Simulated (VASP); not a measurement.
# NaCl (Fm-3m) in VASP: notebook

NaCl is run at these levels: PBE+D3(BJ), PBE+D4, PBEsol+D3(BJ); tasks: relaxation of cell and atoms.

Everything below comes from runs of VASP 6.6.1. Logs are shortened: lines on timing, memory, paths and dates and some standing lists are left out, and cuts for length are marked.

## Step 1: The cell of the first run

The structure is cubic, space group Fm-3m (No. 225). Conventional cell: a = 5.588 Å, b = 5.588 Å, c = 5.588 Å, α = 90.00°, β = 90.00°, γ = 90.00°. Cl (site symmetry m-3m) has 6 Na at 2.79 Å within 3.7 Å. Na (site symmetry m-3m) has 6 Cl at 2.79 Å within 3.7 Å.

## Step 2: Relaxation of cell and atoms, PBE+D3(BJ)

INCAR reads:

```
SYSTEM = NaCl
PREC = Accurate ; ENCUT = 600
EDIFF = 1E-6 ; ISMEAR = -1
SIGMA = 0.05 ; LREAL = .False.
LASPH = .True. ; NELM = 80
ALGO = Normal ; ISIF = 3
LWAVE = .False. ; LCHARG = .False.
GGA = PE ; IVDW = 12
IBRION = 2 ; NSW = 60
EDIFFG = -0.01
```

KPOINTS reads:

```
regular mesh
0
Gamma
  8 8 8
  0 0 0
```

POSCAR reads:

```
NaCl
1.0
    0.0000000000      2.7940632177      2.7940632177
    2.7940632177      0.0000000000      2.7940632177
    2.7940632177      2.7940632177      0.0000000000
Cl Na
1 1
Direct
    0.5000000000      0.5000000000      0.5000000000
    0.0000000000      0.0000000000      0.0000000000
```

Potentials or basis: VASP PAW PBE potentials, release 64 (Cl, Na_pv).

Started as:

```bash
> cat potpaw_PBE.64/Cl/POTCAR potpaw_PBE.64/Na_pv/POTCAR > POTCAR
> mpirun -np 1 vasp_std > vasp.out
```

OUTCAR:

```text
SYSTEM = NaCl
   PREC = Accurate
   ENCUT = 600
   EDIFF = 1E-6
   ISMEAR = -1
   LREAL = .False.
   LASPH = .True.
   NELM = 80
   ISIF = 3
   GGA = PE
   IVDW = 12
   IBRION = 2
   NSW = 60
   EDIFFG = -0.01
 IVDW          = 12

 ion  position               nearest neighbor table
   1  0.500  0.500  0.500-
   2  0.000  0.000  0.000-

  LATTYP: Found a face centered cubic cell.
 ALAT       =     5.5881264354

  Lattice vectors:

 A1 = (   0.0000000000,   2.7940632177,   2.7940632177)
 A2 = (   2.7940632177,   0.0000000000,   2.7940632177)
 A3 = (   2.7940632177,   2.7940632177,   0.0000000000)

Analysis of symmetry for initial positions (statically):
=====================================================================
 Subroutine PRICEL returns:
 Original cell was already a primitive cell.

 Routine SETGRP: Setting up the symmetry group for a
 face centered cubic supercell.

 Subroutine GETGRP returns: Found 48 space group operations
 (whereof 48 operations were pure point group operations)
 out of a pool of 48 trial point group operations.

The static configuration has the point symmetry O_h .

Analysis of symmetry for dynamics (positions and initial velocities):
=====================================================================
 Subroutine PRICEL returns:
 Original cell was already a primitive cell.

 Routine SETGRP: Setting up the symmetry group for a
 face centered cubic supercell.

 Subroutine GETGRP returns: Found 48 space group operations
 (whereof 48 operations were pure point group operations)
 out of a pool of 48 trial point group operations.

The dynamic configuration has the point symmetry O_h .

 Subroutine INISYM returns: Found 48 space group operations
 (whereof 48 operations are pure point group operations),
 and found     1 'primitive' translations

----------------------------------------------------------------------------------------

                                     Primitive cell

  volume of cell :      43.6253

  direct lattice vectors                    reciprocal lattice vectors
     0.000000000  2.794063218  2.794063218    -0.178950854  0.178950854  0.178950854
     2.794063218  0.000000000  2.794063218     0.178950854 -0.178950854  0.178950854
     2.794063218  2.794063218  0.000000000     0.178950854  0.178950854 -0.178950854

  length of vectors
     3.951402097  3.951402097  3.951402097     0.309951972  0.309951972  0.309951972

  position of ions in fractional coordinates (direct lattice)
     0.500000000  0.500000000  0.500000000
     0.000000000  0.000000000  0.000000000

  ion indices of the primitive-cell ions
   primitive index   ion index
                 1           1
                 2           2

----------------------------------------------------------------------------------------

 KPOINTS: regular mesh

Automatic generation of k-mesh.
 Grid dimensions read from file:
 generate k-points for:    8    8    8

 Generating k-lattice:

  Cartesian coordinates                     Fractional coordinates (reciprocal lattice)
    -0.022368857  0.022368857  0.022368857     0.125000000  0.000000000  0.000000000
     0.022368857 -0.022368857  0.022368857     0.000000000  0.125000000  0.000000000
     0.022368857  0.022368857 -0.022368857     0.000000000  0.000000000  0.125000000

  Length of vectors
     0.038743996  0.038743996  0.038743996

  Shift w.r.t. Gamma in fractional coordinates (k-lattice)
     0.000000000  0.000000000  0.000000000

 Subroutine IBZKPT returns following result:
[... 55 lines left out ...]
   ISIF   =      3    stress and relaxation
   ISYM   =      2    0-nonsym 1-usesym 2-fastsym
   POTIM  = 0.5000    time-step for ionic-motion
   TEBEG  =    0.0;   TEEND  =   0.0 temperature during run
   PSTRESS=    0.0 pullay stress
   NELECT =      14.0000    total number of electrons
   NUPDOWN=      -1.0000    fix difference up-down
   EMIN   =  10.00;   EMAX   =-10.00  energy-range for DOS
   EFERMI =   0.00;   METHOD = LEGACY
   ISMEAR =    -1;   SIGMA  =   0.05  broadening in eV -4-tet -1-fermi 0-gaus
   EFERMI_NEDOS =   21; number of points for ismear=-14 and -15
   IALGO  =     38    algorithm
   IMIX   =      4    mixing-type and parameters
     AMIX     =   0.40;   BMIX     =  1.00
     AMIX_MAG =   1.60;   BMIX_MAG =  1.00
  volume/ion in A,a.u.               =      21.81       147.20
  Fermi-wavevector in a.u.,A,eV,Ry     =   1.120825  2.118053 17.092312  1.256249
  Thomas-Fermi vector in A             =   2.257475
   LORBIT       =      0    0 simple, 1 ext, 2 COOP (PROOUT), +10 PAW based schemes
   GGA     = PE    functional components
   LHFCALC =     F    Hartree Fock is set to
   AEXX    =    0.0000 exact exchange contribution
   IVDW    =    12    specifies the selected vdW correction
   LEPSILON=     F    determine dielectric tensor
   LRPA    =     F    only Hartree local field effects (RPA)
 conjugate gradient relaxation of ions
 non-spin polarized calculation
  energy-cutoff  :      600.00
  volume of cell :       43.63
 maximum number of plane-waves:      1475
   NGX = 15   NGY = 15   NGZ = 15

--------------------------------------- Ionic step        1  -------------------------------------------

 number of electron      14.0000010 magnetization

 Free energy of the ion-electron system (eV)
  ---------------------------------------------------
  ext. energy  EPLUGINS =         0.00000000
  ---------------------------------------------------
  free energy    TOTEN  =        -6.76612509 eV

  energy without entropy =       -6.76612509  energy(sigma->0) =       -6.76612509

------------------------ aborting loop because EDIFF is reached ----------------------------------------

 Edisp (eV)   -0.44157

 E8    (eV) :    -0.1847

  FORCE on cell =-STRESS in cart. coord.  units (eV):
  Direction    XX          YY          ZZ          XY          YZ          ZX
  --------------------------------------------------------------------------------------
  -------------------------------------------------------------------------------------
  Total      -0.03682    -0.03682    -0.03682     0.00000    -0.00000     0.00000
  in kB      -1.35240    -1.35240    -1.35240     0.00000    -0.00000     0.00000
  external pressure =       -1.35 kB  Pullay stress =        0.00 kB

 VOLUME and BASIS-vectors are now :
 -----------------------------------------------------------------------------
  energy-cutoff  :      600.00
  volume of cell :       43.63
      direct lattice vectors                 reciprocal lattice vectors
     0.000000000  2.794063218  2.794063218    -0.178950854  0.178950854  0.178950854
     2.794063218  0.000000000  2.794063218     0.178950854 -0.178950854  0.178950854
     2.794063218  2.794063218  0.000000000     0.178950854  0.178950854 -0.178950854

 POSITION                                       TOTAL-FORCE (eV/Angst)
 -----------------------------------------------------------------------------------
      2.79406      2.79406      2.79406        -0.000000      0.000000     -0.000000
      0.00000      0.00000      0.00000         0.000000     -0.000000      0.000000
 -----------------------------------------------------------------------------------
    total drift:                                0.000000     -0.000000     -0.000000

  FREE ENERGIE OF THE ION-ELECTRON SYSTEM (eV)
  ---------------------------------------------------
  free  energy   TOTEN  =        -7.2076969969 eV

  energy  without entropy=       -7.2076969968  energy(sigma->0) =       -7.20769700

--------------------------------------- Ionic step        2  -------------------------------------------

 number of electron      14.0000010 magnetization

 Free energy of the ion-electron system (eV)
  ---------------------------------------------------
  ext. energy  EPLUGINS =         0.00000000
  ---------------------------------------------------
  free energy    TOTEN  =        -6.76496677 eV

  energy without entropy =       -6.76496677  energy(sigma->0) =       -6.76496677

 E-fermi :   0.5199     XC(G=0):  -8.2967

 val. band max:       -0.5526711491   @ k =   0.0000   0.0000   0.0000
 cond. band min:       4.6749819530   @ k =   0.0000   0.0000   0.0000
 fundamental gap:      5.2276531021
 Fermi energy:         0.5198711206

 k-point     1 :       0.0000    0.0000    0.0000
  band No.  band energies     occupation
      1     -21.3136      2.00000
      2     -21.3136      2.00000
      3     -21.3136      2.00000
      4     -13.2812      2.00000
      5      -0.5527      2.00000
      6      -0.5527      2.00000
      7      -0.5527      2.00000
      8       4.6750      0.00000
      9      10.5983      0.00000
     10      10.5983      0.00000
     11      10.5983      0.00000
[... 309 lines left out ...]
 k-point    24 :      -0.3750    0.2500    0.1250
  band No.  band energies     occupation
      1     -21.3406      2.00000
      2     -21.3228      2.00000
      3     -21.3185      2.00000
      4     -12.8783      2.00000
      5      -2.2834      2.00000
      6      -1.3555      2.00000
      7      -0.9876      2.00000
      8       7.8561      0.00000
      9       9.1189      0.00000
     10       9.8372      0.00000
     11      11.2927      0.00000

 [... further k-points ...]

------------------------ aborting loop because EDIFF is reached ----------------------------------------

 Edisp (eV)   -0.44280

 E8    (eV) :    -0.1852

  FORCE on cell =-STRESS in cart. coord.  units (eV):
  Direction    XX          YY          ZZ          XY          YZ          ZX
  --------------------------------------------------------------------------------------
  -------------------------------------------------------------------------------------
  Total      -0.01274    -0.01274    -0.01274     0.00000    -0.00000     0.00000
  in kB      -0.46919    -0.46919    -0.46919     0.00000    -0.00000     0.00000
  external pressure =       -0.47 kB  Pullay stress =        0.00 kB

 VOLUME and BASIS-vectors are now :
 -----------------------------------------------------------------------------
  energy-cutoff  :      600.00
  volume of cell :       43.51
      direct lattice vectors                 reciprocal lattice vectors
     0.000000000  2.791581388  2.791581388    -0.179109949  0.179109949  0.179109949
     2.791581388 -0.000000000  2.791581388     0.179109949 -0.179109949  0.179109949
     2.791581388  2.791581388 -0.000000000     0.179109949  0.179109949 -0.179109949

 POSITION                                       TOTAL-FORCE (eV/Angst)
 -----------------------------------------------------------------------------------
      2.79158      2.79158      2.79158        -0.000000      0.000000     -0.000000
      0.00000      2.79158      2.79158         0.000000     -0.000000      0.000000
 -----------------------------------------------------------------------------------
    total drift:                               -0.000000     -0.000000      0.000000

  FREE ENERGIE OF THE ION-ELECTRON SYSTEM (eV)
  ---------------------------------------------------
  free  energy   TOTEN  =        -7.2077693433 eV

  energy  without entropy=       -7.2077693433  energy(sigma->0) =       -7.20776934

 reached required accuracy - stopping structural energy minimisation
```

Run time: 17 s. Hardware: 1 thread of Intel Xeon 6975P-C, shared host; peak memory 0.18 GiB.

What came out:

```
Free energy                            : -7.2078 eV
Relaxed volume                         : 21.75 Å³/atom
Relaxed cell                           : a = 3.948 Å, b = 3.948 Å, c = 3.948 Å, α = 60.00°, β = 60.00°, γ = 60.00°
Space group after relaxing (to 0.05 Å) : Fm-3m (No. 225)
Energy gained by relaxing              : 0.0 meV/atom
Ionic steps                            : 2
Pressure after relaxing                : 0.0 GPa
Band gap on the k mesh                 : 5.23 eV, direct
Dispersion energy per atom             : -0.221 eV
```

Final structure:
```
Cl Na
1.0
     0.00000    2.79158    2.79158
     2.79158    0.00000    2.79158
     2.79158    2.79158    0.00000
Cl Na
1 1
Direct
  0.50000 0.50000 0.50000
  0.00000 0.00000 0.00000
```

Levels at points of the mesh, in eV from the valence-band top:
```
           k point  band 3  band 4  band 5  band 6  band 7  band 8  band 9  band 10  band 11
(0.00, 0.00, 0.00)  -20.76  -12.73    0.00    0.00    0.00    5.23   11.15    11.15    11.15
(0.50, 0.00, 0.00)  -20.76  -12.36   -2.02   -0.28   -0.28    7.33   10.88    11.05    11.05
(0.50, 0.50, 0.00)  -20.77  -12.31   -1.74   -0.62   -0.62    7.63    8.05    11.54    15.05
```

Expect the measured gap to be larger: semilocal functionals such as PBE lack the derivative discontinuity.

## Step 3: Relaxation of cell and atoms, PBE+D4

INCAR reads:

```
SYSTEM = NaCl
PREC = Accurate
ENCUT = 600
EDIFF = 1E-7
ISMEAR = -1
SIGMA = 0.05
LREAL = .FALSE.
LASPH = .TRUE.
NELM = 60
ALGO = Normal
ISIF = 3
LWAVE = .FALSE.
LCHARG = .FALSE.
GGA = PE
IVDW = 13
IBRION = 2
NSW = 60
EDIFFG = -0.01
```

KPOINTS reads:

```
regular mesh
0
G
  8 8 8
  0 0 0
```

POSCAR is that of step 2.

Potentials or basis: VASP PAW PBE potentials, release 64 (Cl, Na_pv).

Started as:

```bash
> cat potpaw_PBE.64/Cl/POTCAR potpaw_PBE.64/Na_pv/POTCAR > POTCAR
> mpirun -np 1 vasp_std > vasp.out
```

OUTCAR:

```text
SYSTEM = NaCl
   PREC = Accurate
   ENCUT = 600
   EDIFF = 1E-7
   ISMEAR = -1
   LREAL = .FALSE.
   LASPH = .TRUE.
   NELM = 60
   ISIF = 3
   GGA = PE
   IVDW = 13
   IBRION = 2
   NSW = 60
   EDIFFG = -0.01

 ion  position               nearest neighbor table
   1  0.500  0.500  0.500-
   2  0.000  0.000  0.000-

  LATTYP: Found a face centered cubic cell.
 ALAT       =     5.5881264354

  Lattice vectors:

 A1 = (   0.0000000000,   2.7940632177,   2.7940632177)
 A2 = (   2.7940632177,   0.0000000000,   2.7940632177)
 A3 = (   2.7940632177,   2.7940632177,   0.0000000000)

Analysis of symmetry for initial positions (statically):
=====================================================================
 Subroutine PRICEL returns:
 Original cell was already a primitive cell.

 Routine SETGRP: Setting up the symmetry group for a
 face centered cubic supercell.

 Subroutine GETGRP returns: Found 48 space group operations
 (whereof 48 operations were pure point group operations)
 out of a pool of 48 trial point group operations.

The static configuration has the point symmetry O_h .

Analysis of symmetry for dynamics (positions and initial velocities):
=====================================================================
 Subroutine PRICEL returns:
 Original cell was already a primitive cell.

[... 151 lines left out ...]
  ext. energy  EPLUGINS =         0.00000000
  ---------------------------------------------------
  free energy    TOTEN  =        -6.76612536 eV

  energy without entropy =       -6.76612536  energy(sigma->0) =       -6.76612536

------------------------ aborting loop because EDIFF is reached ----------------------------------------

  DFT-D4 for vdW energy calculation

  Edisp (eV):   -0.20155
[... 71 lines left out ...]
--------------------------------------- Ionic step        3  -------------------------------------------

 number of electron      14.0000005 magnetization

 Free energy of the ion-electron system (eV)
  ---------------------------------------------------
  ext. energy  EPLUGINS =         0.00000000
  ---------------------------------------------------
  free energy    TOTEN  =        -6.77468784 eV

  energy without entropy =       -6.77468784  energy(sigma->0) =       -6.77468784

 E-fermi :   0.4242     XC(G=0):  -8.1701

 val. band max:       -0.7265746391   @ k =   0.0000   0.0000   0.0000
 cond. band min:       4.3847119155   @ k =   0.0000   0.0000   0.0000
 fundamental gap:      5.1112865547
 Fermi energy:         0.4241879927

 k-point     1 :       0.0000    0.0000    0.0000
  band No.  band energies     occupation
      1     -21.5426      2.00000
      2     -21.5425      2.00000
      3     -21.5425      2.00000
      4     -13.3868      2.00000
      5      -0.7266      2.00000
      6      -0.7266      2.00000
      7      -0.7266      2.00000
      8       4.3847      0.00000
      9      10.3952      0.00000
     10      10.3952      0.00000
     11      10.3952      0.00000
[... 309 lines left out ...]
 k-point    24 :      -0.3750    0.2500    0.1250
  band No.  band energies     occupation
      1     -21.5661      2.00000
      2     -21.5507      2.00000
      3     -21.5469      2.00000
      4     -13.0171      2.00000
      5      -2.3783      2.00000
      6      -1.4888      2.00000
      7      -1.1381      2.00000
      8       7.6065      0.00000
      9       8.8198      0.00000
     10       9.5393      0.00000
     11      11.0099      0.00000

 [... further k-points ...]

------------------------ aborting loop because EDIFF is reached ----------------------------------------

  DFT-D4 for vdW energy calculation

  Edisp (eV):   -0.19544
[... 25 lines left out ...]
  FREE ENERGIE OF THE ION-ELECTRON SYSTEM (eV)
  ---------------------------------------------------
  free  energy   TOTEN  =        -6.9701296995 eV

  energy  without entropy=       -6.9701296995  energy(sigma->0) =       -6.97012970

 reached required accuracy - stopping structural energy minimisation
```

It took 31 s on 1 thread of Intel Xeon 6975P-C, shared host; peak memory 0.18 GiB.

Results:

- Free energy: -6.9701 eV
- Relaxed volume: 22.40 Å³/atom
- Relaxed cell: a = 3.987 Å, b = 3.987 Å, c = 3.987 Å, α = 60.00°, β = 60.00°, γ = 60.00°
- Space group after relaxing (to 0.05 Å): Fm-3m (No. 225)
- Energy gained by relaxing: 1.2 meV/atom
- Ionic steps: 3
- Pressure after relaxing: 0.0 GPa
- Band gap on the k mesh: 5.11 eV, direct
- Dispersion energy per atom: -0.098 eV

The path:
```tsv
step	energy change (eV)	largest force (eV/Å)	pressure (GPa)	volume (Å³)
1	0.0000	0.0000	0.71	43.63
2	-0.0019	0.0000	0.32	44.24
3	-0.0025	0.0000	-0.02	44.81
```

Final structure:
```
Cl Na
1.0
     0.00000    2.81912    2.81912
     2.81912    0.00000    2.81912
     2.81912    2.81912    0.00000
Cl Na
1 1
Direct
  0.50000 0.50000 0.50000
  0.00000 0.00000 0.00000
```

## Step 4: Relaxation of cell and atoms, PBEsol+D3(BJ)

INCAR reads:

```
ALGO = Normal
EDIFF = 1E-6
EDIFFG = -0.01
ENCUT = 600
GGA = PS
IBRION = 2
ISIF = 3
ISMEAR = -1
IVDW = 12
LASPH = T
LCHARG = F
LREAL = F
LWAVE = F
NELM = 80
NSW = 60
PREC = Accurate
SIGMA = 0.05
```

KPOINTS reads:

```
k-points
0
Gamma
  8 8 8
```

POSCAR is that of step 3.

Started as:

```bash
> cat potpaw_PBE.64/Cl/POTCAR potpaw_PBE.64/Na_pv/POTCAR > POTCAR
> mpirun -np 1 vasp_std > vasp.out
```

It took 31 s on 1 thread of Intel Xeon 6975P-C, shared host; peak memory 0.19 GiB.

It converged, with:

* Free energy: -7.4005 eV
* Relaxed volume: 20.83 Å³/atom
* Relaxed cell: a = 3.891 Å, b = 3.891 Å, c = 3.891 Å, α = 60.00°, β = 60.00°, γ = 60.00°
* Space group after relaxing (to 0.05 Å): Fm-3m (No. 225)
* Energy gained by relaxing: 4.0 meV/atom
* Ionic steps: 4
* Pressure after relaxing: 0.0 GPa
* Band gap on the k mesh: 5.22 eV, direct
* Dispersion energy per atom: -0.207 eV

Step by step:
```tsv
step	energy change (eV)	largest force (eV/Å)	pressure (GPa)	volume (Å³)
1	0.0000	0.0000	-1.24	43.63
2	-0.0062	0.0000	-0.59	42.57
3	-0.0079	0.0000	-0.17	41.93
4	-0.0080	0.0000	0.00	41.67
```

Final structure:
```
CELL_PARAMETERS angstrom
0.00000 2.75167 2.75167
2.75167 0.00000 2.75167
2.75167 2.75167 0.00000
ATOMIC_POSITIONS crystal
Cl 0.50000 0.50000 0.50000
Na 0.00000 0.00000 0.00000
```

Levels at points of the mesh, in eV from the valence-band top:
| k point | band 3 | band 4 | band 5 | band 6 | band 7 | band 8 | band 9 | band 10 | band 11 |
| --- | --- | --- | --- | --- | --- | --- | --- | --- | --- |
| (0.00, 0.00, 0.00) | -20.52 | -12.83 | 0.00 | 0.00 | 0.00 | 5.22 | 11.06 | 11.06 | 11.06 |
| (0.50, 0.00, 0.00) | -20.53 | -12.39 | -2.21 | -0.31 | -0.31 | 7.20 | 11.03 | 11.03 | 11.10 |
| (0.50, 0.50, 0.00) | -20.54 | -12.34 | -1.91 | -0.69 | -0.69 | 7.64 | 7.81 | 11.66 | 15.28 |

Caveat: the PAW data sets were made with another functional, which shifts forces and pressure a little.

## Step 5: Summary

| level | gap on the mesh (eV) | pressure (GPa) | relaxed volume (Å³/atom) |
| --- | --- | --- | --- |
| PBE+D3(BJ) | 5.23 | 0.0 | 21.75 |
| PBE+D4 | 5.11 | 0.0 | 22.40 |
| PBEsol+D3(BJ) | 5.22 | 0.0 | 20.83 |

Alike in all rows: task relaxation of cell and atoms; potentials or basis VASP PAW PBE potentials, release 64 (Cl, Na_pv); no spin polarisation; cell relaxed; k mesh 8 × 8 × 8; cutoff (eV) 600; smearing fermi-dirac 0.05 eV.

Caveats: the PAW data sets were made with another functional, which shifts forces and pressure a little (some runs).

Total energies depend on the potentials used, so only differences within one code and one set of settings carry meaning.
